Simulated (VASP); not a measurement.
# BAs (F-43m) in VASP: a series of runs, part 2 of 2

VASP 6.6.1. The steps go on from the part before.

### 4 Electric field gradients, LDA (volume scaled by 1.025)

INCAR reads:

```
SYSTEM = BAs
ALGO = Normal
EDIFF = 1E-8
ENCUT = 520
GGA = CA
ISIF = 2
ISMEAR = -1
LASPH = .True.
LCHARG = .False.
LEFG = .True.
LREAL = .False.
LWAVE = .False.
NBANDS = 11
NELM = 100
PREC = Accurate
SIGMA = 0.01
```

KPOINTS reads:

```
k-points
0
Gamma
  11 11 11
  0 0 0
```

POSCAR reads:

```
BAs
1.0
    0.0000000000      2.4295421758      2.4295421758
    2.4295421758      0.0000000000      2.4295421758
    2.4295421758      2.4295421758      0.0000000000
B As
1 1
Direct
    0.7500000000      0.7500000000      0.7500000000
    0.0000000000      0.0000000000      0.0000000000
```

Potentials or basis: VASP PAW LDA potentials, release 64 (B, As).

On the command line:

```
cat potpaw_LDA.64/B/POTCAR potpaw_LDA.64/As/POTCAR > POTCAR
mpirun -np 1 vasp_std > vasp.out
```

OUTCAR:

```text
SYSTEM = BAs
   EDIFF = 1E-8
   ENCUT = 520
   GGA = CA
   ISIF = 2
   ISMEAR = -1
   LASPH = .True.
   LREAL = .False.
   NELM = 100
   PREC = Accurate

 ion  position               nearest neighbor table
   1  0.750  0.750  0.750-   2 2.10   2 2.10   2 2.10   2 2.10
   2  0.000  0.000  0.000-   1 2.10   1 2.10   1 2.10   1 2.10

  LATTYP: Found a face centered cubic cell.
 ALAT       =     4.8590843516

  Lattice vectors:

 A1 = (   0.0000000000,   2.4295421758,   2.4295421758)
 A2 = (   2.4295421758,   0.0000000000,   2.4295421758)
[... 548 lines left out ...]
  ---------------------------------------------------
  free  energy   TOTEN  =       -12.8651196829 eV

  energy  without entropy=      -12.8651196829  energy(sigma->0) =      -12.86511968

 Electric field gradients (V/A^2)
---------------------------------------------------------------------
 ion       V_xx      V_yy      V_zz      V_xy      V_xz      V_yz
---------------------------------------------------------------------
   1      -0.000    -0.000     0.000    -0.000    -0.000    -0.000
   2      -0.000    -0.000    -0.000     0.000     0.000     0.000
---------------------------------------------------------------------

 Electric field gradients after diagonalization (V/A^2)
 (convention: |V_zz| > |V_xx| > |V_yy|)
----------------------------------------------------------------------
 ion       V_xx      V_yy      V_zz     asymmetry (V_yy - V_xx)/ V_zz
----------------------------------------------------------------------
   1       0.000     0.000    -0.000       0.000
   2      -0.000    -0.000     0.000       0.000
----------------------------------------------------------------------

           NMR quadrupolar parameters

 Cq : quadrupolar parameter    Cq=e*Q*V_zz/h
 eta: asymmetry parameters     (V_yy - V_xx)/ V_zz
 Q  : nuclear electric quadrupole moment in mb (millibarn)
----------------------------------------------------------------------
 ion       Cq(MHz)       eta       Q (mb)
----------------------------------------------------------------------
   1      -0.000       0.000       1.000
   2       0.000       0.000       1.000
----------------------------------------------------------------------
```

stdout:

```text
POSCAR found type information on POSCAR B As
 POSCAR found :  2 types and       2 ions
 scaLAPACK will be used
 LDA part: xc-table for (Slater(with rela. corr.)+CA(PZ))
 , standard interpolation
 POSCAR, INCAR and KPOINTS ok, starting setup
 FFT: planning ... GRIDC
 FFT: planning ... GRID_SOFT
 FFT: planning ... GRID
 WAVECAR not read
 entering main loop
ion   1

ion   2
```

Run time: 33 s. Hardware: 1 thread of Intel Xeon 8259CL, shared host; peak memory 0.15 GiB.

What came out:

* Free energy: -12.8651 eV
* Pressure: -9.3 GPa
* Band gap on the k mesh: 1.19 eV, indirect (least direct gap 3.19 eV)

Caveat: without QUAD_EFG the Cq values of the log hold for a quadrupole moment of 1 mb, not for the nuclei. A k mesh can miss the band edges.

### 5 Electric field gradients, LDA (volume scaled by 1.05)

INCAR reads:

```
  PREC = Accurate
  ENCUT = 520
  EDIFF = 1E-8
  ISMEAR = -1
  SIGMA = 0.01
  LREAL = False
  LASPH = True
  NELM = 60
  ALGO = Normal
  ISIF = 2
  LWAVE = False
  LCHARG = False
  LEFG = True
  NBANDS = 11
```

KPOINTS reads:

```
regular mesh
0
Gamma
  11 11 11
```

POSCAR reads:

```
BAs
1.0
    0.0000000000      2.4491361041      2.4491361041
    2.4491361041      0.0000000000      2.4491361041
    2.4491361041      2.4491361041      0.0000000000
B As
1 1
Direct
    0.7500000000      0.7500000000      0.7500000000
    0.0000000000      0.0000000000      0.0000000000
```

Potentials or basis: VASP PAW LDA potentials, release 64 (B, As).

On the command line:

```
cat potpaw_LDA.64/B/POTCAR potpaw_LDA.64/As/POTCAR > POTCAR
mpirun -np 1 vasp_std > vasp.out
```

OUTCAR:

```text
PREC = Accurate
   ENCUT = 520
   EDIFF = 1E-8
   ISMEAR = -1
   LREAL = False
   LASPH = True
   NELM = 60
   ISIF = 2

 ion  position               nearest neighbor table
   1  0.750  0.750  0.750-   2 2.12   2 2.12   2 2.12   2 2.12
   2  0.000  0.000  0.000-   1 2.12   1 2.12   1 2.12   1 2.12

  LATTYP: Found a face centered cubic cell.
 ALAT       =     4.8982722082

  Lattice vectors:

 A1 = (   0.0000000000,   2.4491361041,   2.4491361041)
 A2 = (   2.4491361041,   0.0000000000,   2.4491361041)
 A3 = (   2.4491361041,   2.4491361041,   0.0000000000)

Analysis of symmetry for initial positions (statically):
=====================================================================
 Subroutine PRICEL returns:
 Original cell was already a primitive cell.

 Routine SETGRP: Setting up the symmetry group for a
 face centered cubic supercell.

 Subroutine GETGRP returns: Found 24 space group operations
 (whereof 24 operations were pure point group operations)
 out of a pool of 48 trial point group operations.

The static configuration has the point symmetry T_d .

Analysis of symmetry for dynamics (positions and initial velocities):
=====================================================================
 Subroutine PRICEL returns:
 Original cell was already a primitive cell.

 Routine SETGRP: Setting up the symmetry group for a
 face centered cubic supercell.

 Subroutine GETGRP returns: Found 24 space group operations
 (whereof 24 operations were pure point group operations)
 out of a pool of 48 trial point group operations.

The dynamic configuration has the point symmetry T_d .

[... 161 lines left out ...]
      7       8.4914      0.00000
      8       9.0924      0.00000
      9      14.3299      0.00000
     10      18.0621      0.00000
     11      18.0621      0.00000
[... 309 lines left out ...]
 k-point    24 :      -0.1818    0.1818    0.0000
  band No.  band energies     occupation
      1      -8.0893      2.00000
      2       0.5500      2.00000
      3       1.9598      2.00000
      4       4.3435      2.00000
      5       8.9625      0.00000
      6       9.9260      0.00000
      7      10.6625      0.00000
      8      11.8711      0.00000
      9      15.0581      0.00000
     10      17.1497      0.00000
     11      18.0755      0.00000

 [... further k-points ...]
[... 5 lines left out ...]
  --------------------------------------------------------------------------------------
  -------------------------------------------------------------------------------------
  Total       -2.1486468     -2.1486468     -2.1486468      0.0000000      0.0000000      0.0000000
  in kB     -117.1674168   -117.1674168   -117.1674168      0.0000000      0.0000000      0.0000000
  external PRESSURE =    -117.1674168 kB  Pullay stress =       0.0000000 kB

 VOLUME and BASIS-vectors are now :
 -----------------------------------------------------------------------------
  energy-cutoff  :      520.00
  volume of cell :       29.38
      direct lattice vectors                 reciprocal lattice vectors
     0.000000000  2.449136104  2.449136104    -0.204153619  0.204153619  0.204153619
     2.449136104  0.000000000  2.449136104     0.204153619 -0.204153619  0.204153619
     2.449136104  2.449136104  0.000000000     0.204153619  0.204153619 -0.204153619

 POSITION                                       TOTAL-FORCE (eV/Angst)
 -----------------------------------------------------------------------------------
      3.67370      3.67370      3.67370         0.000000      0.000000      0.000000
      0.00000      0.00000      0.00000        -0.000000     -0.000000     -0.000000
 -----------------------------------------------------------------------------------
    total drift:                               -0.000000     -0.000000     -0.000000

  FREE ENERGIE OF THE ION-ELECTRON SYSTEM (eV)
  ---------------------------------------------------
  free  energy   TOTEN  =       -12.8193408412 eV

  energy  without entropy=      -12.8193408412  energy(sigma->0) =      -12.81934084

 Electric field gradients (V/A^2)
---------------------------------------------------------------------
 ion       V_xx      V_yy      V_zz      V_xy      V_xz      V_yz
---------------------------------------------------------------------
   1      -0.000     0.000     0.000    -0.000    -0.000    -0.000
   2      -0.000     0.000    -0.000     0.000     0.000     0.000
---------------------------------------------------------------------

 Electric field gradients after diagonalization (V/A^2)
 (convention: |V_zz| > |V_xx| > |V_yy|)
----------------------------------------------------------------------
 ion       V_xx      V_yy      V_zz     asymmetry (V_yy - V_xx)/ V_zz
----------------------------------------------------------------------
   1       0.000     0.000    -0.000       0.000
   2      -0.000    -0.000     0.000       0.000
----------------------------------------------------------------------

           NMR quadrupolar parameters

 Cq : quadrupolar parameter    Cq=e*Q*V_zz/h
 eta: asymmetry parameters     (V_yy - V_xx)/ V_zz
 Q  : nuclear electric quadrupole moment in mb (millibarn)
----------------------------------------------------------------------
 ion       Cq(MHz)       eta       Q (mb)
----------------------------------------------------------------------
   1      -0.000       0.000       1.000
   2       0.000       0.000       1.000
----------------------------------------------------------------------
```

It took 33 s on 1 thread of Intel Xeon 8259CL, shared host; peak memory 0.15 GiB.

What came out:

| Item | Value |
| --- | --- |
| Free energy | -12.8193 eV |
| Pressure | -11.7 GPa |
| Band gap on the k mesh | 1.21 eV, indirect (least direct gap 3.16 eV) |

Caveat: without QUAD_EFG the Cq values of the log hold for a quadrupole moment of 1 mb, not for the nuclei. A k mesh can miss the band edges.

### 6 Overview

```csv
cell,gap on the mesh (eV),pressure (GPa)
"a = 3.408 Å, angles 60.0°, 2 atoms",1.17,-6.5
"a = 3.436 Å, angles 60.0°, 2 atoms",1.19,-9.3
"a = 3.464 Å, angles 60.0°, 2 atoms",1.21,-11.7
```

Alike in all rows: task electric field gradients; level LDA; potentials or basis VASP PAW LDA potentials, release 64 (B, As); no spin polarisation; k mesh 11 × 11 × 11; cutoff (eV) 520; smearing fermi-dirac 0.01 eV.

Total energies depend on the potentials used, so only differences within one code and one set of settings carry meaning.
